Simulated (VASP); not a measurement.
# Fe (P6_3/mmc) in VASP: a series of runs

Runs on Fe. Level: RPBE. Tasks: single point, relaxation of cell and atoms.

All numbers are computed with VASP 6.6.1; they aren't measurements. Logs are shortened: lines on timing, memory, paths and dates and some standing lists are left out, and cuts for length are marked.

### Step 1. The cell of the first run

It takes space group P6_3/mmc (No. 194, hexagonal). The conventional cell has a = 2.375 Å, b = 2.375 Å, c = 3.752 Å, α = 90.00°, β = 90.00°, γ = 120.00°. Within 3.1 Å of Fe (site symmetry -6m2) lie 12 Fe at 2.32 to 2.38 Å.

### Step 2. Single point, RPBE, collinear spin, antiferromagnetic start (volume scaled by 0.88)

INCAR reads:

```
PREC = Accurate ; ENCUT = 600
EDIFF = 1E-6 ; ISMEAR = -1
SIGMA = 0.05 ; LREAL = False
LASPH = True ; NELM = 200
ALGO = Normal ; ISIF = 2
LWAVE = False ; LCHARG = True
ISPIN = 2 ; MAGMOM = 2.5 -2.5
LORBIT = 11 ; LMAXMIX = 4
GGA = RP ; LELF = True
LVHAR = True ; NBANDS = 27
GGA_COMPAT = False
```

KPOINTS reads:

```
Automatic mesh
0
Gamma
  16 16 9
```

POSCAR reads:

```
Fe
1.0
    2.3754131514      0.0000000000      0.0000000000
   -1.1877065757      2.0571681336      0.0000000000
    0.0000000000      0.0000000000      3.7524562427
Fe
2
Direct
    0.3333333333      0.6666666667      0.2500000000
    0.6666666667      0.3333333333      0.7500000000
```

Potentials or basis: VASP PAW PBE potentials, release 64 (Fe_sv).

Run with:

```sh
> cat potpaw_PBE.64/Fe_sv/POTCAR > POTCAR
> mpirun -np 1 vasp_std > vasp.out
```

OUTCAR:

```text
PREC = Accurate
   ENCUT = 600
   EDIFF = 1E-6
   ISMEAR = -1
   LREAL = False
   LASPH = True
   NELM = 200
   ISIF = 2
   ISPIN = 2
   LORBIT = 11
   GGA = RP

 ion  position               nearest neighbor table
   1  0.333  0.667  0.250-   2 2.32   2 2.32   2 2.32   2 2.32   2 2.32   2 2.32
   2  0.667  0.333  0.750-   1 2.32   1 2.32   1 2.32   1 2.32   1 2.32   1 2.32

  LATTYP: Found a hexagonal cell.
 ALAT       =     2.3754131514
 C/A-ratio  =     1.5797067725

  Lattice vectors:

 A1 = (   2.3754131514,   0.0000000000,   0.0000000000)
 A2 = (  -1.1877065757,   2.0571681336,   0.0000000000)
 A3 = (   0.0000000000,   0.0000000000,   3.7524562427)

Analysis of symmetry for initial positions (statically):
=====================================================================
 Subroutine PRICEL returns:
 Original cell was already a primitive cell.

 Routine SETGRP: Setting up the symmetry group for a
 hexagonal supercell.

 Subroutine GETGRP returns: Found 24 space group operations
 (whereof 12 operations were pure point group operations)
 out of a pool of 24 trial point group operations.

The static configuration has the point symmetry D_3d.
 The point group associated with its full space group is D_6h.

Analysis of symmetry for dynamics (positions and initial velocities):
=====================================================================
 Subroutine PRICEL returns:
 Original cell was already a primitive cell.

 Routine SETGRP: Setting up the symmetry group for a
 hexagonal supercell.

 Subroutine GETGRP returns: Found 24 space group operations
 (whereof 12 operations were pure point group operations)
 out of a pool of 24 trial point group operations.

The dynamic configuration has the point symmetry D_3d.
 The point group associated with its full space group is D_6h.

Analysis of structural, dynamic, and magnetic symmetry:
=====================================================================
 Subroutine PRICEL returns:
 Original cell was already a primitive cell.

 Routine SETGRP: Setting up the symmetry group for a
 hexagonal supercell.

 Subroutine GETGRP returns: Found 24 space group operations
 (whereof 12 operations were pure point group operations)
 out of a pool of 24 trial point group operations.

The overall configuration has the point symmetry D_3d.
 The point group associated with its full space group is D_6h.

 Subroutine INISYM returns: Found 24 space group operations
 (whereof 12 operations are pure point group operations),
 and found     1 'primitive' translations

----------------------------------------------------------------------------------------

                                     Primitive cell

  volume of cell :      18.3368

  direct lattice vectors                    reciprocal lattice vectors
     2.375413151  0.000000000  0.000000000     0.420979399  0.243052569  0.000000000
    -1.187706576  2.057168134  0.000000000     0.000000000  0.486105138  0.000000000
     0.000000000  0.000000000  3.752456243     0.000000000  0.000000000  0.266492115

  length of vectors
     2.375413151  2.375413151  3.752456243     0.486105138  0.486105138  0.266492115

  position of ions in fractional coordinates (direct lattice)
     0.333333333  0.666666667  0.250000000
     0.666666667  0.333333333  0.750000000

  ion indices of the primitive-cell ions
   primitive index   ion index
                 1           1
                 2           2

----------------------------------------------------------------------------------------

 KPOINTS: Automatic mesh

Automatic generation of k-mesh.
 Grid dimensions read from file:
 generate k-points for:   16   16    9

 Generating k-lattice:

  Cartesian coordinates                     Fractional coordinates (reciprocal lattice)
     0.026311212  0.015190786  0.000000000     0.062500000  0.000000000  0.000000000
     0.000000000  0.030381571  0.000000000     0.000000000  0.062500000  0.000000000
     0.000000000  0.000000000  0.029610235     0.000000000  0.000000000  0.111111111

  Length of vectors
     0.030381571  0.030381571  0.029610235

  Shift w.r.t. Gamma in fractional coordinates (k-lattice)
     0.000000000  0.000000000  0.000000000

 Subroutine IBZKPT returns following result:
 ===========================================

 Found    150 irreducible k-points:

 Following reciprocal coordinates:
            Coordinates               Weight
  0.000000  0.000000  0.000000      1.000000
  0.062500 -0.000000  0.000000      6.000000
  0.125000 -0.000000  0.000000      6.000000
  0.187500 -0.000000  0.000000      6.000000
  0.250000 -0.000000  0.000000      6.000000
  0.312500  0.000000  0.000000      6.000000
[... 16 lines left out ...]
  0.187500  0.187500  0.000000      6.000000
  0.250000  0.187500  0.000000     12.000000
 [... further k-points ...]
   k-points           NKPTS =    150   k-points in BZ     NKDIM =    150   number of bands    NBANDS=     27
   number of dos      NEDOS =    301   number of ions     NIONS =      2
   total plane-waves  NPLWV =  12000
   dimension x,y,z NGX =    20 NGY =   20 NGZ =   30
   dimension x,y,z NGXF=    40 NGYF=   40 NGZF=   60
   ions per type =               2
   NGX,Y,Z   is equivalent  to a cutoff of  14.00, 14.00, 13.29 a.u.
   NGXF,Y,Z  is equivalent  to a cutoff of  27.99, 27.99, 26.58 a.u.
 SYSTEM =  unknown system
   PREC   = accura    normal or accurate (medium, high low for compatibility)
   ISTART =      0    job   : 0-new  1-cont  2-samecut
   ICHARG =      2    charge: 1-file 2-atom 10-const
   ISPIN  =      2    spin polarized calculation?
   LNONCOLLINEAR =      F non collinear calculations
   LSORBIT =      F    spin-orbit coupling
   LASPH  =      T    aspherical Exc in radial PAW
   ENCUT  =  600.0 eV  44.10 Ry    6.64 a.u.   4.74  4.74  7.49*2*pi/ulx,y,z
   NELM   =    200;   NELMIN=  2; NELMDL= -5     # of ELM steps
   EDIFF  = 0.1E-05   stopping-criterion for ELM
   LREAL  =      F    real-space projection
   EDIFFG = 0.1E-04   stopping-criterion for IOM
   NSW    =      0    number of steps for IOM
   IBRION =     -1    ionic relax: 0-MD 1-quasi-New 2-CG
   NFREE  =      0    steps in history (QN), initial steepest desc. (CG)
   ISIF   =      2    stress and relaxation
   ISYM   =      2    0-nonsym 1-usesym 2-fastsym
   POTIM  = 0.5000    time-step for ionic-motion
   TEBEG  =    0.0;   TEEND  =   0.0 temperature during run
   PSTRESS=    0.0 pullay stress
   NELECT =      32.0000    total number of electrons
   NUPDOWN=      -1.0000    fix difference up-down
   EMIN   =  10.00;   EMAX   =-10.00  energy-range for DOS
   EFERMI =   0.00;   METHOD = LEGACY
   ISMEAR =    -1;   SIGMA  =   0.05  broadening in eV -4-tet -1-fermi 0-gaus
   EFERMI_NEDOS =   21; number of points for ismear=-14 and -15
   IALGO  =     38    algorithm
   IMIX   =      4    mixing-type and parameters
     AMIX     =   0.40;   BMIX     =  1.00
     AMIX_MAG =   1.60;   BMIX_MAG =  1.00
  volume/ion in A,a.u.               =       9.17        61.87
  Fermi-wavevector in a.u.,A,eV,Ry     =   1.970985  3.724621 52.855661  3.884781
  Thomas-Fermi vector in A             =   2.993612
   LORBIT       =     11    0 simple, 1 ext, 2 COOP (PROOUT), +10 PAW based schemes
   GGA     = RP    functional components
   LHFCALC =     F    Hartree Fock is set to
   AEXX    =    0.0000 exact exchange contribution
   IVDW    =     0    specifies the selected vdW correction
   LEPSILON=     F    determine dielectric tensor
   LRPA    =     F    only Hartree local field effects (RPA)
 spin polarized calculation
  energy-cutoff  :      600.00
  volume of cell :       18.34
 maximum number of plane-waves:       633
 NGX is ok and might be reduce to    20
   NGX =  9   NGY =  9   NGZ = 15

 number of electron      31.9999994 magnetization      -0.0000000

 number of electron      31.9999994 magnetization       0.0000000

 Free energy of the ion-electron system (eV)
  ---------------------------------------------------
  ext. energy  EPLUGINS =         0.00000000
  ---------------------------------------------------
  free energy    TOTEN  =       -15.11472808 eV

  energy without entropy =      -15.10017170  energy(sigma->0) =      -15.10744989

 E-fermi :  16.0570     XC(G=0): -15.0061

 val. band max:       16.0509388651   @ k =   0.3750   0.1250   0.3333
 cond. band min:      16.0734868811   @ k =   0.3125   0.0000   0.1111
 fundamental gap:      0.0225480160
 Fermi energy:        16.0569914941

 spin component 1

 k-point     1 :       0.0000    0.0000    0.0000
  band No.  band energies     occupation
      1     -71.5361      1.00000
      2     -71.3297      1.00000
      3     -37.9074      1.00000
      4     -37.1433      1.00000
      5     -37.1433      1.00000
      6     -37.0110      1.00000
[... 19 lines left out ...]
     26      44.0034      0.00000
     27      44.8429      0.00000
[... 661 lines left out ...]
 k-point    24 :       0.2500    0.1875    0.0000
  band No.  band energies     occupation
      1     -71.3869      1.00000
      2     -71.2920      1.00000
      3     -37.5847      1.00000
      4     -37.5826      1.00000
      5     -37.5225      1.00000
      6     -37.3185      1.00000
[... 19 lines left out ...]
     26      38.1866      0.00000
     27      40.2217      0.00000

 [... further k-points ...]

 spin component 2

 k-point     1 :       0.0000    0.0000    0.0000
  band No.  band energies     occupation
      1     -71.5361      1.00000
      2     -71.3297      1.00000
      3     -37.9074      1.00000
      4     -37.1433      1.00000
      5     -37.1433      1.00000
      6     -37.0110      1.00000
[... 19 lines left out ...]
     26      44.0034      0.00000
     27      44.8429      0.00000
[... 661 lines left out ...]
 k-point    24 :       0.2500    0.1875    0.0000
  band No.  band energies     occupation
      1     -71.3869      1.00000
      2     -71.2920      1.00000
      3     -37.5847      1.00000
      4     -37.5826      1.00000
      5     -37.5225      1.00000
      6     -37.3185      1.00000
[... 19 lines left out ...]
     26      38.1866      0.00000
     27      40.2217      0.00000

 [... further k-points ...]
[... 5 lines left out ...]
  --------------------------------------------------------------------------------------
  -------------------------------------------------------------------------------------
  Total        4.6223154      4.6223154      4.8793726      0.0000000      0.0000000      0.0000000
  in kB      403.8737003    403.8737003    426.3340159      0.0000000      0.0000000      0.0000000
  external PRESSURE =     411.3604722 kB  Pullay stress =       0.0000000 kB

 VOLUME and BASIS-vectors are now :
 -----------------------------------------------------------------------------
  energy-cutoff  :      600.00
  volume of cell :       18.34
      direct lattice vectors                 reciprocal lattice vectors
     2.375413151  0.000000000  0.000000000     0.420979399  0.243052569  0.000000000
    -1.187706576  2.057168134  0.000000000     0.000000000  0.486105138  0.000000000
     0.000000000  0.000000000  3.752456243     0.000000000  0.000000000  0.266492115

 POSITION                                       TOTAL-FORCE (eV/Angst)
 -----------------------------------------------------------------------------------
     -0.00000      1.37145      0.93811        -0.000000      0.000000      0.000000
      1.18771      0.68572      2.81434         0.000000     -0.000000      0.000000
 -----------------------------------------------------------------------------------
    total drift:                                0.000000     -0.000000      0.000000

  FREE ENERGIE OF THE ION-ELECTRON SYSTEM (eV)
  ---------------------------------------------------
  free  energy   TOTEN  =       -15.1147280800 eV

  energy  without entropy=      -15.1001717037  energy(sigma->0) =      -15.10744989

 total charge

# of ion       s       p       d       tot
------------------------------------------
    1        2.227   6.081   5.586  13.894
    2        2.227   6.081   5.586  13.894
--------------------------------------------------
tot          4.455  12.162  11.171  27.788

 magnetization (x)

# of ion       s       p       d       tot
------------------------------------------
    1       -0.000   0.000  -0.000  -0.000
    2        0.000  -0.000   0.000   0.000
--------------------------------------------------
tot          0.000   0.000   0.000   0.000
```

It took 2.4 min on 1 thread of Intel Xeon Platinum 8488C (Sapphire Rapids), shared host; peak memory 0.23 GiB.

Results:

| Quantity | Value |
| --- | --- |
| Free energy | -15.1147 eV |
| Pressure | 41.1 GPa |
| Band gap on the k mesh | zero (filled and empty bands overlap) |
| Net moment | 0.00 μB per cell |
| Valence electrons inside the program's atomic spheres | Fe 13.89 |

Caveat: the starting moments collapsed, and a magnetic state may lie lower; the PAW data sets were made with another functional, which shifts forces and pressure a little.

(Part 1 of 2 ends here.)
